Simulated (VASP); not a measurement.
# Cs (Fd-3m) in VASP: single point with PBE

Aim: the single point of Cs with PBE.

Everything below comes from runs of VASP 6.6.1. Logs are shortened: lines on timing, memory, paths and dates and some standing lists are left out, and cuts for length are marked.

### 1 The cell of the first run

The structure is cubic, space group Fd-3m (No. 227). Conventional cell: a = 11.627 Å, b = 11.627 Å, c = 11.627 Å, α = 90.00°, β = 90.00°, γ = 90.00°.

This isn't the form of Cs at room conditions, which is bcc.

### 2 Single point, PBE

Input file INCAR:

```
ALGO = Fast ; EDIFF = 1E-6
ENCUT = 520 ; GGA = PE
ISIF = 2 ; ISMEAR = -1
LASPH = T ; LCHARG = F
LREAL = F ; LWAVE = F
NBANDS = 16 ; NELM = 80
PREC = Accurate ; SIGMA = 0.06122561905347299
```

Input file KPOINTS:

```
k-points
0
Gamma
  17 17 17
```

Input file POSCAR:

```
Cs
1.0
    0.0000000000      5.8133186121      5.8133186121
    5.8133186121      0.0000000000      5.8133186121
    5.8133186121      5.8133186121      0.0000000000
Cs
2
Direct
    0.0000000000      0.0000000000      0.0000000000
    0.2500000000      0.2500000000      0.2500000000
```

Potentials or basis: VASP PAW PBE potentials, release 64 (Cs_sv).

Started as:

```console
cat potpaw_PBE.64/Cs_sv/POTCAR > POTCAR
mpirun -np 1 vasp_std > vasp.out
```

OUTCAR:

```text
EDIFF = 1E-6
   ENCUT = 520
   GGA = PE
   ISIF = 2
   ISMEAR = -1
   LASPH = T
   LREAL = F
   NELM = 80
   PREC = Accurate

 ion  position               nearest neighbor table
   1  0.000  0.000  0.000-
   2  0.250  0.250  0.250-

  LATTYP: Found a face centered cubic cell.
 ALAT       =    11.6266372242

  Lattice vectors:

 A1 = (   0.0000000000,   5.8133186121,   5.8133186121)
 A2 = (   5.8133186121,   0.0000000000,   5.8133186121)
 A3 = (   5.8133186121,   5.8133186121,   0.0000000000)

Analysis of symmetry for initial positions (statically):
=====================================================================
 Subroutine PRICEL returns:
 Original cell was already a primitive cell.

 Routine SETGRP: Setting up the symmetry group for a
 face centered cubic supercell.

 Subroutine GETGRP returns: Found 48 space group operations
 (whereof 24 operations were pure point group operations)
 out of a pool of 48 trial point group operations.

The static configuration has the point symmetry T_d .
 The point group associated with its full space group is O_h .

Analysis of symmetry for dynamics (positions and initial velocities):
=====================================================================
 Subroutine PRICEL returns:
 Original cell was already a primitive cell.

 Routine SETGRP: Setting up the symmetry group for a
 face centered cubic supercell.

 Subroutine GETGRP returns: Found 48 space group operations
 (whereof 24 operations were pure point group operations)
 out of a pool of 48 trial point group operations.

The dynamic configuration has the point symmetry T_d .
 The point group associated with its full space group is O_h .

 Subroutine INISYM returns: Found 48 space group operations
 (whereof 24 operations are pure point group operations),
 and found     1 'primitive' translations

----------------------------------------------------------------------------------------

                                     Primitive cell

  volume of cell :     392.9184

  direct lattice vectors                    reciprocal lattice vectors
     0.000000000  5.813318612  5.813318612    -0.086009392  0.086009392  0.086009392
     5.813318612  0.000000000  5.813318612     0.086009392 -0.086009392  0.086009392
     5.813318612  5.813318612  0.000000000     0.086009392  0.086009392 -0.086009392

  length of vectors
     8.221274024  8.221274024  8.221274024     0.148972637  0.148972637  0.148972637

  position of ions in fractional coordinates (direct lattice)
     0.000000000  0.000000000  0.000000000
     0.250000000  0.250000000  0.250000000

  ion indices of the primitive-cell ions
   primitive index   ion index
                 1           1
                 2           2

----------------------------------------------------------------------------------------

 KPOINTS: k-points

Automatic generation of k-mesh.
 Grid dimensions read from file:
 generate k-points for:   17   17   17

 Generating k-lattice:

  Cartesian coordinates                     Fractional coordinates (reciprocal lattice)
    -0.005059376  0.005059376  0.005059376     0.058823529  0.000000000  0.000000000
     0.005059376 -0.005059376  0.005059376     0.000000000  0.058823529  0.000000000
     0.005059376  0.005059376 -0.005059376     0.000000000  0.000000000  0.058823529

  Length of vectors
     0.008763096  0.008763096  0.008763096

  Shift w.r.t. Gamma in fractional coordinates (k-lattice)
     0.000000000  0.000000000  0.000000000

 Subroutine IBZKPT returns following result:
 ===========================================

 Found    165 irreducible k-points:

 Following reciprocal coordinates:
            Coordinates               Weight
  0.000000  0.000000  0.000000      1.000000
  0.058824  0.000000  0.000000      8.000000
  0.117647  0.000000  0.000000      8.000000
  0.176471  0.000000  0.000000      8.000000
  0.235294  0.000000  0.000000      8.000000
  0.294118  0.000000  0.000000      8.000000
[... 16 lines left out ...]
 -0.176471  0.058824  0.000000     24.000000
 -0.117647  0.058824  0.000000     24.000000
 [... further k-points ...]
   k-points           NKPTS =    165   k-points in BZ     NKDIM =    165   number of bands    NBANDS=     16
   number of dos      NEDOS =    301   number of ions     NIONS =      2
   total plane-waves  NPLWV = 262144
   dimension x,y,z NGX =    64 NGY =   64 NGZ =   64
   dimension x,y,z NGXF=   128 NGYF=  128 NGZF=  128
   ions per type =               2
   NGX,Y,Z   is equivalent  to a cutoff of  12.94, 12.94, 12.94 a.u.
   NGXF,Y,Z  is equivalent  to a cutoff of  25.88, 25.88, 25.88 a.u.
 SYSTEM =  unknown system
   PREC   = accura    normal or accurate (medium, high low for compatibility)
   ISTART =      0    job   : 0-new  1-cont  2-samecut
   ICHARG =      2    charge: 1-file 2-atom 10-const
   ISPIN  =      1    spin polarized calculation?
   LNONCOLLINEAR =      F non collinear calculations
   LSORBIT =      F    spin-orbit coupling
   LASPH  =      T    aspherical Exc in radial PAW
   ENCUT  =  520.0 eV  38.22 Ry    6.18 a.u.  15.29 15.29 15.29*2*pi/ulx,y,z
   NELM   =     80;   NELMIN=  2; NELMDL= -5     # of ELM steps
   EDIFF  = 0.1E-05   stopping-criterion for ELM
   LREAL  =      F    real-space projection
   EDIFFG = 0.1E-04   stopping-criterion for IOM
   NSW    =      0    number of steps for IOM
   IBRION =     -1    ionic relax: 0-MD 1-quasi-New 2-CG
   NFREE  =      0    steps in history (QN), initial steepest desc. (CG)
   ISIF   =      2    stress and relaxation
   ISYM   =      2    0-nonsym 1-usesym 2-fastsym
   POTIM  = 0.5000    time-step for ionic-motion
   TEBEG  =    0.0;   TEEND  =   0.0 temperature during run
   PSTRESS=    0.0 pullay stress
   NELECT =      18.0000    total number of electrons
   NUPDOWN=      -1.0000    fix difference up-down
   EMIN   =  10.00;   EMAX   =-10.00  energy-range for DOS
   EFERMI =   0.00;   METHOD = LEGACY
   ISMEAR =    -1;   SIGMA  =   0.06  broadening in eV -4-tet -1-fermi 0-gaus
   EFERMI_NEDOS =   21; number of points for ismear=-14 and -15
   IALGO  =     68    algorithm
   IMIX   =      4    mixing-type and parameters
     AMIX     =   0.40;   BMIX     =  1.00
     AMIX_MAG =   1.60;   BMIX_MAG =  1.00
  volume/ion in A,a.u.               =     196.46      1325.77
  Fermi-wavevector in a.u.,A,eV,Ry     =   0.585776  1.106956  4.668614  0.343133
  Thomas-Fermi vector in A             =   1.631998
   LORBIT       =      0    0 simple, 1 ext, 2 COOP (PROOUT), +10 PAW based schemes
   GGA     = PE    functional components
   LHFCALC =     F    Hartree Fock is set to
   AEXX    =    0.0000 exact exchange contribution
   IVDW    =     0    specifies the selected vdW correction
   LEPSILON=     F    determine dielectric tensor
   LRPA    =     F    only Hartree local field effects (RPA)
 non-spin polarized calculation
 RMM-DIIS sequential band-by-band and
  energy-cutoff  :      520.00
  volume of cell :      392.92
 maximum number of plane-waves:     10657
 NGX is ok and might be reduce to    64
   NGX = 31   NGY = 31   NGZ = 31

 number of electron      18.0000001 magnetization

 Free energy of the ion-electron system (eV)
  ---------------------------------------------------
  ext. energy  EPLUGINS =         0.00000000
  ---------------------------------------------------
  free energy    TOTEN  =        -1.20664880 eV

  energy without entropy =       -1.18735139  energy(sigma->0) =       -1.19700009

 E-fermi :  -0.4942     XC(G=0):  -4.1108

 val. band max:       -0.4947619610   @ k =  -0.4118   0.4706   0.0588
 cond. band min:      -0.4902886303   @ k =  -0.4706   0.4706   0.0000
 fundamental gap:      0.0044733307
 Fermi energy:        -0.4942188437

 k-point     1 :       0.0000    0.0000    0.0000
  band No.  band energies     occupation
      1     -24.8209      2.00000
      2     -24.8088      2.00000
      3     -11.6531      2.00000
      4     -11.6531      2.00000
      5     -11.6531      2.00000
      6     -11.5743      2.00000
[... 8 lines left out ...]
     15       1.2028      0.00000
     16       1.2028      0.00000

 k-point     2 :       0.0588    0.0000    0.0000
  band No.  band energies     occupation
      1     -24.8208      2.00000
      2     -24.8089      2.00000
      3     -11.6534      2.00000
      4     -11.6534      2.00000
      5     -11.6530      2.00000
      6     -11.5744      2.00000
[... 8 lines left out ...]
     15       1.1590      0.00000
     16       1.2058      0.00000

 k-point     3 :       0.1176    0.0000    0.0000
  band No.  band energies     occupation
      1     -24.8206      2.00000
      2     -24.8091      2.00000
      3     -11.6542      2.00000
      4     -11.6542      2.00000
      5     -11.6527      2.00000
      6     -11.5749      2.00000
[... 8 lines left out ...]
     15       1.0609      0.00000
     16       1.2151      0.00000

 k-point     4 :       0.1765    0.0000    0.0000
  band No.  band energies     occupation
      1     -24.8202      2.00000
      2     -24.8095      2.00000
      3     -11.6554      2.00000
      4     -11.6554      2.00000
      5     -11.6522      2.00000
      6     -11.5756      2.00000
[... 8 lines left out ...]
     15       1.0018      0.00000
     16       1.2332      0.00000
[... 324 lines left out ...]
 k-point    22 :      -0.2353    0.0588    0.0000
  band No.  band energies     occupation
      1     -24.8195      2.00000
      2     -24.8102      2.00000
      3     -11.6588      2.00000
      4     -11.6569      2.00000
      5     -11.6503      2.00000
      6     -11.5778      2.00000
[... 8 lines left out ...]
     15       1.0515      0.00000
     16       1.2737      0.00000

 k-point    23 :      -0.1765    0.0588    0.0000
  band No.  band energies     occupation
      1     -24.8200      2.00000
      2     -24.8097      2.00000
      3     -11.6572      2.00000
      4     -11.6556      2.00000
      5     -11.6511      2.00000
      6     -11.5767      2.00000
[... 8 lines left out ...]
     15       1.0246      0.00000
     16       1.2495      0.00000

 k-point    24 :      -0.1176    0.0588    0.0000
  band No.  band energies     occupation
      1     -24.8204      2.00000
      2     -24.8093      2.00000
      3     -11.6557      2.00000
      4     -11.6544      2.00000
      5     -11.6519      2.00000
      6     -11.5757      2.00000
[... 8 lines left out ...]
     15       1.0259      0.00000
     16       1.2238      0.00000

 [... further k-points ...]
[... 5 lines left out ...]
  --------------------------------------------------------------------------------------
  -------------------------------------------------------------------------------------
  Total       -0.0737625     -0.0737625     -0.0737625      0.0000000      0.0000000      0.0000000
  in kB       -0.3007766     -0.3007766     -0.3007766      0.0000000      0.0000000      0.0000000
  external PRESSURE =      -0.3007766 kB  Pullay stress =       0.0000000 kB

 VOLUME and BASIS-vectors are now :
 -----------------------------------------------------------------------------
  energy-cutoff  :      520.00
  volume of cell :      392.92
      direct lattice vectors                 reciprocal lattice vectors
     0.000000000  5.813318612  5.813318612    -0.086009392  0.086009392  0.086009392
     5.813318612  0.000000000  5.813318612     0.086009392 -0.086009392  0.086009392
     5.813318612  5.813318612  0.000000000     0.086009392  0.086009392 -0.086009392

 POSITION                                       TOTAL-FORCE (eV/Angst)
 -----------------------------------------------------------------------------------
      0.00000      0.00000      0.00000         0.000000      0.000000      0.000000
      2.90666      2.90666      2.90666        -0.000000     -0.000000     -0.000000
 -----------------------------------------------------------------------------------
    total drift:                               -0.000000      0.000000     -0.000000

  FREE ENERGIE OF THE ION-ELECTRON SYSTEM (eV)
  ---------------------------------------------------
  free  energy   TOTEN  =        -1.2066487994 eV

  energy  without entropy=       -1.1873513883  energy(sigma->0) =       -1.19700009
```

It took 42 min on 1 thread of AMD EPYC 7R13, shared host; peak memory 1.1 GiB.

What came out:

```
Free energy            : -1.2066 eV
Pressure               : 0.0 GPa
Band gap on the k mesh : zero (filled and empty bands overlap)
```

Levels at points of the mesh, in eV from the Fermi level:
| k point | band 6 | band 7 | band 8 | band 9 | band 10 | band 11 | band 12 | band 13 |
| --- | --- | --- | --- | --- | --- | --- | --- | --- |
| (0.00, 0.00, 0.00) | -11.08 | -11.08 | -11.08 | -1.23 | 1.35 | 1.35 | 1.35 | 1.37 |

Caveat: spin-orbit coupling is left out, which moves the levels of the heavy elements.
